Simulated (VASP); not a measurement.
# BN (R3m) in VASP: a series of runs, part 2 of 2

VASP 6.6.1. Earlier steps stand in the parts before.

**3. Single point, PBE (epitaxial 111 strain -1.0%)**

INCAR

```
SYSTEM = BN
PREC = Accurate
ENCUT = 520
EDIFF = 1E-6
ISMEAR = 0
SIGMA = 0.01
LREAL = .FALSE.
LASPH = .TRUE.
NELM = 60
ALGO = Normal
ISIF = 2
LWAVE = .FALSE.
LCHARG = .TRUE.
GGA = PE
LELF = .TRUE.
LVHAR = .TRUE.
NBANDS = 11
```

KPOINTS

```
regular mesh
0
G
  6 6 6
  0 0 0
```

POSCAR

```
BN
1.0
    0.0139804944      1.8007577048      1.8007577048
    1.8007577048      0.0139804944      1.8007577048
    1.8007577048      1.8007577048      0.0139804944
B N
1 1
Direct
    0.0000525761      0.0000525761      0.0000525761
    0.2499474239      0.2499474239      0.2499474239
```

Potentials or basis: VASP PAW PBE potentials, release 64 (B, N).

On the command line:

```sh
cat potpaw_PBE.64/B/POTCAR potpaw_PBE.64/N/POTCAR > POTCAR
mpirun -np 1 vasp_std > vasp.out
```

OUTCAR:

```text
SYSTEM = BN
   PREC = Accurate
   ENCUT = 520
   EDIFF = 1E-6
   ISMEAR = 0
   LREAL = .FALSE.
   LASPH = .TRUE.
   NELM = 60
   ISIF = 2
   GGA = PE

 ion  position               nearest neighbor table
   1  0.000  0.000  0.000-   2 1.55   2 1.55   2 1.55   2 1.56
   2  0.250  0.250  0.250-   1 1.55   1 1.55   1 1.55   1 1.56

  LATTYP: Found a trigonal (rhomboedric) cell.
 ALAT       =     2.5466943431
 COS(alpha) =     0.5077483711

  Lattice vectors:

 A1 = (   0.0139804944,   1.8007577048,   1.8007577048)
 A2 = (   1.8007577048,   0.0139804944,   1.8007577048)
 A3 = (   1.8007577048,   1.8007577048,   0.0139804944)

Analysis of symmetry for initial positions (statically):
=====================================================================
 Subroutine PRICEL returns:
 Original cell was already a primitive cell.

 Routine SETGRP: Setting up the symmetry group for a
 trigonal (rhombohedral) supercell.

 Subroutine GETGRP returns: Found  6 space group operations
 (whereof  6 operations were pure point group operations)
 out of a pool of 12 trial point group operations.

The static configuration has the point symmetry C_3v.

Analysis of symmetry for dynamics (positions and initial velocities):
=====================================================================
 Subroutine PRICEL returns:
 Original cell was already a primitive cell.

 Routine SETGRP: Setting up the symmetry group for a
 trigonal (rhombohedral) supercell.

 Subroutine GETGRP returns: Found  6 space group operations
 (whereof  6 operations were pure point group operations)
 out of a pool of 12 trial point group operations.

The dynamic configuration has the point symmetry C_3v.

 Subroutine INISYM returns: Found  6 space group operations
 (whereof  6 operations are pure point group operations),
 and found     1 'primitive' translations

----------------------------------------------------------------------------------------

                                     Primitive cell

  volume of cell :      11.5427

  direct lattice vectors                    reciprocal lattice vectors
     0.013980494  1.800757705  1.800757705    -0.280915500  0.278751365  0.278751365
     1.800757705  0.013980494  1.800757705     0.278751365 -0.280915500  0.278751365
     1.800757705  1.800757705  0.013980494     0.278751365  0.278751365 -0.280915500

  length of vectors
     2.546694343  2.546694343  2.546694343     0.484064216  0.484064216  0.484064216

  position of ions in fractional coordinates (direct lattice)
     0.000052576  0.000052576  0.000052576
     0.249947424  0.249947424  0.249947424

  ion indices of the primitive-cell ions
   primitive index   ion index
                 1           1
                 2           2

----------------------------------------------------------------------------------------

 KPOINTS: regular mesh

Automatic generation of k-mesh.
 Grid dimensions read from file:
 generate k-points for:    6    6    6

 Generating k-lattice:

  Cartesian coordinates                     Fractional coordinates (reciprocal lattice)
    -0.046819250  0.046458561  0.046458561     0.166666667  0.000000000 -0.000000000
     0.046458561 -0.046819250  0.046458561     0.000000000  0.166666667 -0.000000000
     0.046458561  0.046458561 -0.046819250     0.000000000  0.000000000  0.166666667

  Length of vectors
     0.080677369  0.080677369  0.080677369

  Shift w.r.t. Gamma in fractional coordinates (k-lattice)
     0.000000000  0.000000000  0.000000000

 Subroutine IBZKPT returns following result:
 ===========================================

 Found     32 irreducible k-points:

 Following reciprocal coordinates:
            Coordinates               Weight
  0.000000  0.000000  0.000000      1.000000
  0.166667  0.000000  0.000000      6.000000
  0.333333  0.000000 -0.000000      6.000000
  0.500000 -0.000000 -0.000000      3.000000
  0.166667  0.166667  0.000000      6.000000
  0.333333  0.166667  0.000000     12.000000
[... 16 lines left out ...]
  0.500000  0.500000  0.166667      6.000000
 -0.333333  0.500000  0.166667     12.000000
 [... further k-points ...]
   k-points           NKPTS =     32   k-points in BZ     NKDIM =     32   number of bands    NBANDS=     11
   number of dos      NEDOS =    301   number of ions     NIONS =      2
   total plane-waves  NPLWV =   8000
   dimension x,y,z NGX =    20 NGY =   20 NGZ =   20
   dimension x,y,z NGXF=    40 NGYF=   40 NGZF=   40
   ions per type =               1   1
   NGX,Y,Z   is equivalent  to a cutoff of  13.06, 13.06, 13.06 a.u.
   NGXF,Y,Z  is equivalent  to a cutoff of  26.11, 26.11, 26.11 a.u.
 SYSTEM =  BN
   PREC   = accura    normal or accurate (medium, high low for compatibility)
   ISTART =      0    job   : 0-new  1-cont  2-samecut
   ICHARG =      2    charge: 1-file 2-atom 10-const
   ISPIN  =      1    spin polarized calculation?
   LNONCOLLINEAR =      F non collinear calculations
   LSORBIT =      F    spin-orbit coupling
   LASPH  =      T    aspherical Exc in radial PAW
   ENCUT  =  520.0 eV  38.22 Ry    6.18 a.u.   4.74  4.74  4.74*2*pi/ulx,y,z
   NELM   =     60;   NELMIN=  2; NELMDL= -5     # of ELM steps
   EDIFF  = 0.1E-05   stopping-criterion for ELM
   LREAL  =      F    real-space projection
   EDIFFG = 0.1E-04   stopping-criterion for IOM
   NSW    =      0    number of steps for IOM
   IBRION =     -1    ionic relax: 0-MD 1-quasi-New 2-CG
   NFREE  =      0    steps in history (QN), initial steepest desc. (CG)
   ISIF   =      2    stress and relaxation
   ISYM   =      2    0-nonsym 1-usesym 2-fastsym
   POTIM  = 0.5000    time-step for ionic-motion
   TEBEG  =    0.0;   TEEND  =   0.0 temperature during run
   PSTRESS=    0.0 pullay stress
   NELECT =       8.0000    total number of electrons
   NUPDOWN=      -1.0000    fix difference up-down
   EMIN   =  10.00;   EMAX   =-10.00  energy-range for DOS
   EFERMI =   0.00;   METHOD = LEGACY
   ISMEAR =     0;   SIGMA  =   0.01  broadening in eV -4-tet -1-fermi 0-gaus
   EFERMI_NEDOS =   21; number of points for ismear=-14 and -15
   IALGO  =     38    algorithm
   IMIX   =      4    mixing-type and parameters
     AMIX     =   0.40;   BMIX     =  1.00
     AMIX_MAG =   1.60;   BMIX_MAG =  1.00
  volume/ion in A,a.u.               =       5.77        38.95
  Fermi-wavevector in a.u.,A,eV,Ry     =   1.448778  2.737794 28.558065  2.098959
  Thomas-Fermi vector in A             =   2.566580
   LORBIT       =      0    0 simple, 1 ext, 2 COOP (PROOUT), +10 PAW based schemes
   GGA     = PE    functional components
   LHFCALC =     F    Hartree Fock is set to
   AEXX    =    0.0000 exact exchange contribution
   IVDW    =     0    specifies the selected vdW correction
   LEPSILON=     F    determine dielectric tensor
   LRPA    =     F    only Hartree local field effects (RPA)
 non-spin polarized calculation
 Gauss-broadening in eV      SIGMA  =   0.01
  energy-cutoff  :      520.00
  volume of cell :       11.54
 maximum number of plane-waves:       331
   NGX =  9   NGY =  9   NGZ =  9

 number of electron       7.9999998 magnetization

 Free energy of the ion-electron system (eV)
  ---------------------------------------------------
  ext. energy  EPLUGINS =         0.00000000
  ---------------------------------------------------
  free energy    TOTEN  =       -17.42908159 eV

  energy without entropy =      -17.42908159  energy(sigma->0) =      -17.42908159

 E-fermi :   7.7642     XC(G=0): -12.9348

 val. band max:        7.7111813646   @ k =   0.0000   0.0000   0.0000
 cond. band min:      12.1684716675   @ k =   0.5000   0.5000  -0.0000
 fundamental gap:      4.4572903029
 Fermi energy:         7.7642361904

 k-point     1 :       0.0000    0.0000    0.0000
  band No.  band energies     occupation
      1     -12.8047      2.00000
      2       7.6491      2.00000
      3       7.7112      2.00000
      4       7.7112      2.00000
      5      16.3746      0.00000
      6      16.7220      0.00000
      7      16.7220      0.00000
      8      18.4543      0.00000
      9      32.8741      0.00000
     10      35.7402      0.00000
     11      35.7402      0.00000
[... 309 lines left out ...]
 k-point    24 :      -0.3333    0.5000    0.1667
  band No.  band energies     occupation
      1      -6.8377      2.00000
      2      -0.6363      2.00000
      3       1.3329      2.00000
      4       1.4184      2.00000
      5      15.5396      0.00000
      6      19.8951      0.00000
      7      23.0550      0.00000
      8      24.8144      0.00000
      9      27.6159      0.00000
     10      33.9911      0.00000
     11      38.2477      0.00000

 [... further k-points ...]

------------------------ aborting loop because EDIFF is reached ----------------------------------------

  FORCE on cell =-STRESS in cart. coord.  units (eV):
  Direction    XX          YY          ZZ          XY          YZ          ZX
  --------------------------------------------------------------------------------------
  -------------------------------------------------------------------------------------
  Total        0.9092168      0.9092168      0.9092168     -0.2680676     -0.2680676     -0.2680676
  in kB      126.2029003    126.2029003    126.2029003    -37.2088457    -37.2088457    -37.2088457
  external PRESSURE =     126.2029003 kB  Pullay stress =       0.0000000 kB

 VOLUME and BASIS-vectors are now :
 -----------------------------------------------------------------------------
  energy-cutoff  :      520.00
  volume of cell :       11.54
      direct lattice vectors                 reciprocal lattice vectors
     0.013980494  1.800757705  1.800757705    -0.280915500  0.278751365  0.278751365
     1.800757705  0.013980494  1.800757705     0.278751365 -0.280915500  0.278751365
     1.800757705  1.800757705  0.013980494     0.278751365  0.278751365 -0.280915500

 POSITION                                       TOTAL-FORCE (eV/Angst)
 -----------------------------------------------------------------------------------
      0.00019      0.00019      0.00019         0.009960      0.009960      0.009960
      0.90368      0.90368      0.90368        -0.009960     -0.009960     -0.009960
 -----------------------------------------------------------------------------------
    total drift:                                0.000005      0.000005      0.000005

  FREE ENERGIE OF THE ION-ELECTRON SYSTEM (eV)
  ---------------------------------------------------
  free  energy   TOTEN  =       -17.4290815944 eV

  energy  without entropy=      -17.4290815944  energy(sigma->0) =      -17.42908159
```

stdout:

```text
POSCAR found type information on POSCAR B N
 POSCAR found :  2 types and       2 ions
 scaLAPACK will be used
 LDA part: xc-table for (Slater+PW92), standard interpolation
 POSCAR, INCAR and KPOINTS ok, starting setup
 FFT: planning ... GRIDC
 FFT: planning ... GRID_SOFT
 FFT: planning ... GRID
 WAVECAR not read
 entering main loop
```

Run time: 5.8 s. Hardware: 1 thread of Intel Xeon Platinum 8259CL at 2.50GHz (Skylake/Cascade Lake), shared host; peak memory 0.11 GiB.

Results:

```
Free energy            : -17.4291 eV
Pressure               : 12.6 GPa
Largest force          : 0.017 eV/Å
Band gap on the k mesh : 4.46 eV, indirect (least direct gap 8.66 eV)
```

Forces on the atoms (eV/Å):
```
B    0.010  0.010  0.010
N   -0.010 -0.010 -0.010
```

Caveat: the k points lie up to 0.51 Å⁻¹ apart; the cell differs from its parent crystal (epitaxial 111 strain -1.0%). A k mesh can miss the band edges.
